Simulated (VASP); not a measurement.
# Be3H4Br2 (P-3m1) in VASP: relaxation of cell and atoms with PBE

Aim: the relaxation of cell and atoms of Be3H4Br2 with PBE.

All numbers are computed with VASP 6.6.1; they aren't measurements. Logs are shortened: lines on timing, memory, paths and dates and some standing lists are left out, and cuts for length are marked.

## Step 1: The cell of the first run

The structure is trigonal, space group P-3m1 (No. 164). Conventional cell: a = 3.161 Å, b = 3.161 Å, c = 7.743 Å, α = 90.00°, β = 90.00°, γ = 120.00°. Be (site symmetry 3m) has 3 Br at 1.94 Å and 5 H at 1.94 Å within 2.6 Å. Be (site symmetry -3m) has 6 H at 1.94 Å and 2 Br at 1.94 Å within 2.6 Å. H (site symmetry 3m) has 4 Be at 1.94 Å and 3 H at 2.24 Å and 3 Br at 2.24 Å within 2.6 Å. H (site symmetry 3m) has 4 Be at 1.94 Å and 3 H at 2.24 Å and 3 Br at 2.24 Å within 2.6 Å. Within 2.6 Å of Br (site symmetry 3m) lie 4 Be at 1.94 Å and 6 H at 2.24 Å.

## Step 2: Relaxation of cell and atoms, PBE

Input file INCAR:

```
SYSTEM = Be3H4Br2
  PREC = Accurate
  ENCUT = 1230
  EDIFF = 1E-7
  ISMEAR = 0
  SIGMA = 0.1
  LREAL = .False.
  LASPH = .True.
  NELM = 120
  ALGO = Normal
  ISIF = 3
  LWAVE = .False.
  LCHARG = .False.
  GGA = PE
  IBRION = 2
  NSW = 90
  EDIFFG = -0.04
  GGA_COMPAT = .False.
  NELMIN = 4
```

Input file KPOINTS:

```
regular mesh
0
Gamma
  6 6 2
  0 0 0
```

Input file POSCAR:

```
Be3H4Br2
1.0
    3.1610573400      0.0000000000      0.0000000000
   -1.5805286700      2.7375559600      0.0000000000
    0.0000000000      0.0000000000      7.7429775300
Be H Br
3 4 2
Direct
    0.6666666700      0.3333333300      0.8333333300
    0.0000000000      0.0000000000      0.5000000000
    0.3333333300      0.6666666700      0.1666666700
    0.3333333300      0.6666666700      0.4166666700
    0.6666666700      0.3333333300      0.0833333300
    0.6666666700      0.3333333300      0.5833333300
    0.3333333300      0.6666666700      0.9166666700
    0.0000000000      0.0000000000      0.7500000000
    0.0000000000      0.0000000000      0.2500000000
```

Potentials or basis: VASP PAW PBE potentials, release 64 (Be, H_h, Br).

Started as:

```
cat potpaw_PBE.64/Be/POTCAR potpaw_PBE.64/H_h/POTCAR potpaw_PBE.64/Br/POTCAR > POTCAR
mpirun -np 1 vasp_std > vasp.out
```

OUTCAR:

```text
SYSTEM = Be3H4Br2
   PREC = Accurate
   ENCUT = 1230
   EDIFF = 1E-7
   ISMEAR = 0
   LREAL = .False.
   LASPH = .True.
   NELM = 120
   ISIF = 3
   GGA = PE
   IBRION = 2
   NSW = 90
   EDIFFG = -0.04
   NELMIN = 4

 ion  position               nearest neighbor table
   1  0.667  0.333  0.833-   8 1.94   8 1.94   8 1.94
   2  0.000  0.000  0.500-   8 1.94   9 1.94
   3  0.333  0.667  0.167-   9 1.94   9 1.94   9 1.94
   4  0.333  0.667  0.417-
   5  0.667  0.333  0.083-
   6  0.667  0.333  0.583-
   7  0.333  0.667  0.917-
   8  0.000  0.000  0.750-   1 1.94   2 1.94   1 1.94   1 1.94
   9  0.000  0.000  0.250-   3 1.94   2 1.94   3 1.94   3 1.94

  LATTYP: Found a hexagonal cell.
 ALAT       =     3.1610573400
 C/A-ratio  =     2.4494897426

  Lattice vectors:

 A1 = (   3.1610573400,   0.0000000000,   0.0000000000)
 A2 = (  -1.5805286700,   2.7375559600,   0.0000000000)
 A3 = (   0.0000000000,   0.0000000000,   7.7429775300)

Analysis of symmetry for initial positions (statically):
=====================================================================
 Subroutine PRICEL returns:
 Original cell was already a primitive cell.

 Routine SETGRP: Setting up the symmetry group for a
 hexagonal supercell.

 Subroutine GETGRP returns: Found 12 space group operations
 (whereof 12 operations were pure point group operations)
 out of a pool of 24 trial point group operations.

The static configuration has the point symmetry D_3d.

Analysis of symmetry for dynamics (positions and initial velocities):
=====================================================================
 Subroutine PRICEL returns:
 Original cell was already a primitive cell.

 Routine SETGRP: Setting up the symmetry group for a
 hexagonal supercell.

 Subroutine GETGRP returns: Found 12 space group operations
 (whereof 12 operations were pure point group operations)
 out of a pool of 24 trial point group operations.

The dynamic configuration has the point symmetry D_3d.

 Subroutine INISYM returns: Found 12 space group operations
 (whereof 12 operations are pure point group operations),
 and found     1 'primitive' translations

----------------------------------------------------------------------------------------

                                     Primitive cell

  volume of cell :      67.0044

  direct lattice vectors                    reciprocal lattice vectors
     3.161057340  0.000000000  0.000000000     0.316349845  0.182644668  0.000000000
    -1.580528670  2.737555960  0.000000000     0.000000000  0.365289336  0.000000000
     0.000000000  0.000000000  7.742977530     0.000000000  0.000000000  0.129149283

[... 84 lines left out ...]
   ENCUT  = 1230.0 eV  90.40 Ry    9.51 a.u.   9.04  9.04 22.14*2*pi/ulx,y,z
   NELM   =    120;   NELMIN=  4; NELMDL= -5     # of ELM steps
   EDIFF  = 0.1E-06   stopping-criterion for ELM
   LREAL  =      F    real-space projection
   EDIFFG = -.4E-01   stopping-criterion for IOM
   NSW    =     90    number of steps for IOM
   IBRION =      2    ionic relax: 0-MD 1-quasi-New 2-CG
   NFREE  =      1    steps in history (QN), initial steepest desc. (CG)
   ISIF   =      3    stress and relaxation
   ISYM   =      2    0-nonsym 1-usesym 2-fastsym
   POTIM  = 0.5000    time-step for ionic-motion
   TEBEG  =    0.0;   TEEND  =   0.0 temperature during run
   PSTRESS=    0.0 pullay stress
   NELECT =      24.0000    total number of electrons
   NUPDOWN=      -1.0000    fix difference up-down
   EMIN   =  10.00;   EMAX   =-10.00  energy-range for DOS
   EFERMI =   0.00;   METHOD = LEGACY
   ISMEAR =     0;   SIGMA  =   0.10  broadening in eV -4-tet -1-fermi 0-gaus
   EFERMI_NEDOS =   21; number of points for ismear=-14 and -15
   IALGO  =     38    algorithm
   IMIX   =      4    mixing-type and parameters
     AMIX     =   0.40;   BMIX     =  1.00
     AMIX_MAG =   1.60;   BMIX_MAG =  1.00
  volume/ion in A,a.u.               =       7.44        50.24
  Fermi-wavevector in a.u.,A,eV,Ry     =   1.162637  2.197065 18.391331  1.351725
  Thomas-Fermi vector in A             =   2.299196
   LORBIT       =      0    0 simple, 1 ext, 2 COOP (PROOUT), +10 PAW based schemes
   GGA     = PE    functional components
   LHFCALC =     F    Hartree Fock is set to
   AEXX    =    0.0000 exact exchange contribution
   IVDW    =     0    specifies the selected vdW correction
   LEPSILON=     F    determine dielectric tensor
   LRPA    =     F    only Hartree local field effects (RPA)
 conjugate gradient relaxation of ions
 non-spin polarized calculation
 Gauss-broadening in eV      SIGMA  =   0.10
  energy-cutoff  :     1230.00
  volume of cell :       67.00
 maximum number of plane-waves:      6606
   NGX = 19   NGY = 19   NGZ = 45

--------------------------------------- Ionic step        1  -------------------------------------------

 number of electron      24.0000001 magnetization

 Free energy of the ion-electron system (eV)
  ---------------------------------------------------
  ext. energy  EPLUGINS =         0.00000000
  ---------------------------------------------------
  free energy    TOTEN  =       -16.95769454 eV

  energy without entropy =      -16.95343397  energy(sigma->0) =      -16.95556426

 E-fermi :   9.1430     XC(G=0): -10.9891

 val. band max:        8.8366023274   @ k =   0.1667   0.0000   0.5000
 cond. band min:       9.1659920155   @ k =   0.5000   0.0000   0.0000
 fundamental gap:      0.3293896881
 Fermi energy:         9.1430097059

 k-point     1 :       0.0000    0.0000    0.0000
  band No.  band energies     occupation
      1     -13.1339      2.00000
      2     -12.9376      2.00000
      3      -4.0162      2.00000
      4      -1.5781      2.00000
      5       1.5785      2.00000
      6       2.5899      2.00000
[... 391 lines left out ...]
  FREE ENERGIE OF THE ION-ELECTRON SYSTEM (eV)
  ---------------------------------------------------
  free  energy   TOTEN  =       -23.7349215744 eV

  energy  without entropy=      -23.7328755930  energy(sigma->0) =      -23.73389858

[... ionic steps 4 to 33 ...]

--------------------------------------- Ionic step       34  -------------------------------------------

 number of electron      24.0000004 magnetization

------------------------ aborting loop because EDIFF is reached ----------------------------------------
[... 81 lines left out ...]
--------------------------------------- Ionic step       36  -------------------------------------------

 number of electron      24.0000004 magnetization

 Free energy of the ion-electron system (eV)
  ---------------------------------------------------
  ext. energy  EPLUGINS =         0.00000000
  ---------------------------------------------------
  free energy    TOTEN  =       -26.32406697 eV

  energy without entropy =      -26.32094229  energy(sigma->0) =      -26.32250463

 E-fermi :   2.9270     XC(G=0):  -8.4465

 val. band max:        2.9094502999   @ k =   0.3333   0.3333   0.0000
 cond. band min:       2.9463349988   @ k =   0.3333   0.3333   0.5000
 fundamental gap:      0.0368846989
 Fermi energy:         2.9269795734

 k-point     1 :       0.0000    0.0000    0.0000
  band No.  band energies     occupation
      1     -15.0782      2.00000
      2     -14.9983      2.00000
      3      -7.2139      2.00000
      4      -4.7931      2.00000
      5      -3.6517      2.00000
      6      -1.5632      2.00000
[... 305 lines left out ...]
  FREE ENERGIE OF THE ION-ELECTRON SYSTEM (eV)
  ---------------------------------------------------
  free  energy   TOTEN  =       -26.3240669670 eV

  energy  without entropy=      -26.3209422902  energy(sigma->0) =      -26.32250463

 reached required accuracy - stopping structural energy minimisation
```

CONTCAR:

```text
Be3H4Br2
   1.00000000000000
     3.2807173370860445   -0.0000000000000000    0.0000000000000000
    -1.6403586685430223    2.8411845572765402    0.0000000000000000
     0.0000000000000000    0.0000000000000002   12.5155610414169534
  Be              H               Br
     3     4     2
Direct
     0.6666666699999979    0.3333333300000021    0.9213684432537605
     0.0000000000000000    0.0000000000000000    0.5000000000000000
     0.3333333300000021    0.6666666699999979    0.0786315567462391
     0.3333333300000021    0.6666666699999979    0.4490482960209035
     0.6666666699999979    0.3333333300000021    0.0330336607693781
     0.6666666699999979    0.3333333300000021    0.5509517039790965
     0.3333333300000021    0.6666666699999979    0.9669663392306218
     1.0000000000000000    1.0000000000000000    0.8167491117827862
     0.0000000000000000    0.0000000000000000    0.1832508882172139

  0.00000000E+00  0.00000000E+00  0.00000000E+00
  0.00000000E+00  0.00000000E+00  0.00000000E+00
  0.00000000E+00  0.00000000E+00  0.00000000E+00
  0.00000000E+00  0.00000000E+00  0.00000000E+00
  0.00000000E+00  0.00000000E+00  0.00000000E+00
  0.00000000E+00  0.00000000E+00  0.00000000E+00
  0.00000000E+00  0.00000000E+00  0.00000000E+00
  0.00000000E+00  0.00000000E+00  0.00000000E+00
  0.00000000E+00  0.00000000E+00  0.00000000E+00
```

Run time: 16 min. Hardware: 1 thread of Intel Xeon 6975P-C (Granite Rapids), shared host; peak memory 0.42 GiB.

What came out:

```
Free energy                           : -26.3241 eV
Relaxed volume                        : 12.96 Å³/atom
Relaxed cell                          : a = 3.281 Å, b = 3.281 Å, c = 12.516 Å, α = 90.00°, β = 90.00°, γ = 120.00°
Space group after relaxing (to 0.1 Å) : P-3m1 (No. 164)
Energy gained by relaxing             : 1040.7 meV/atom
Ionic steps                           : 36
Pressure after relaxing               : 0.2 GPa
Largest force after relaxing          : 0.030 eV/Å
Band gap on the k mesh                : zero (bands 12 and 13 overlap by 0.27 eV)
```

Forces on the atoms (eV/Å):
```
Be   0.000  0.000  0.006
Be   0.000  0.000  0.000
Be   0.000  0.000 -0.006
H    0.000  0.000 -0.030
H    0.000  0.000 -0.001
H    0.000  0.000  0.030
H    0.000  0.000  0.001
Br   0.000  0.000 -0.009
Br   0.000  0.000  0.009
```

The path:
| step | energy change (eV) | largest force (eV/Å) | pressure (GPa) | volume (Å³) |
| --- | --- | --- | --- | --- |
| 1 | 0.0000 | 4.9154 | 60.65 | 67.00 |
| 2 | -6.6044 | 1.9895 | -0.44 | 98.19 |
| 3 | -6.7772 | 1.7419 | -6.27 | 109.43 |
| 4 | -6.7823 | 1.7548 | -5.05 | 106.39 |
| 5 | -7.6333 | 1.2298 | -3.51 | 103.67 |
| 6 | -7.9073 | 1.5036 | 0.16 | 100.83 |
| 7 | -7.9405 | 0.8805 | -1.35 | 101.76 |
| 8 | -7.9469 | 0.8664 | -0.97 | 101.51 |
| 9 | -8.2827 | 0.4637 | 0.09 | 99.32 |
| 10 | -8.4658 | 0.6718 | 3.75 | 95.86 |
| 11 | -8.7489 | 0.5294 | 2.07 | 99.40 |
| 12 | -8.8443 | 0.6953 | 0.05 | 106.44 |
| 13 | -8.8955 | 0.4929 | 0.61 | 104.02 |
| 14 | -8.9506 | 0.5981 | -0.86 | 106.22 |
| 15 | -8.9511 | 0.6447 | -0.99 | 106.44 |
| 16 | -9.0013 | 0.5075 | -1.10 | 106.71 |
| 17 | -9.1347 | 0.4231 | -1.22 | 107.45 |
| 18 | -9.1292 | 0.7928 | -0.85 | 108.66 |
| 19 | -9.1881 | 0.5044 | -1.11 | 108.04 |
| 20 | -9.2562 | 0.3774 | 0.72 | 106.53 |
| 21 | -9.2640 | 0.3621 | 1.61 | 105.85 |
| 22 | -9.3099 | 0.2581 | 0.92 | 108.21 |
| 23 | -9.3373 | 0.1742 | 0.01 | 111.86 |
| 24 | -9.3447 | 0.1312 | 0.25 | 112.11 |
| 25 | -9.3461 | 0.1705 | 0.42 | 112.28 |
| 26 | -9.3498 | 0.1229 | 0.39 | 112.63 |
| 27 | -9.3555 | 0.0893 | 0.31 | 113.66 |
| 28 | -9.3557 | 0.1301 | 0.30 | 113.88 |
| 29 | -9.3575 | 0.0962 | 0.11 | 114.38 |
| 30 | -9.3588 | 0.0958 | -0.30 | 115.54 |
| 31 | -9.3605 | 0.0897 | -0.25 | 115.74 |
| 32 | -9.3631 | 0.0710 | -0.10 | 116.34 |
| 33 | -9.3632 | 0.0745 | -0.06 | 116.48 |
| 34 | -9.3648 | 0.0613 | 0.13 | 116.37 |
| 35 | -9.3653 | 0.0490 | 0.32 | 116.27 |
| 36 | -9.3664 | 0.0296 | 0.20 | 116.66 |

Final structure:
```
Be H Br
1.0
     3.28072    0.00000    0.00000
    -1.64036    2.84118    0.00000
     0.00000    0.00000   12.51556
Be H Br
3 4 2
Direct
  0.66667 0.33333 0.92137
  0.00000 0.00000 0.50000
  0.33333 0.66667 0.07863
  0.33333 0.66667 0.44905
  0.66667 0.33333 0.03303
  0.66667 0.33333 0.55095
  0.33333 0.66667 0.96697
  0.00000 0.00000 0.81675
  0.00000 0.00000 0.18325
```

Caveat: the k points lie up to 0.37 Å⁻¹ apart in the final cell; the volume moved by over 15 % at a fixed basis, so the end points are rough; semilocal functionals underestimate gaps, and a narrow one can read as zero.

The gap in the log of VASP goes by the Fermi energy; the results here count the filled bands.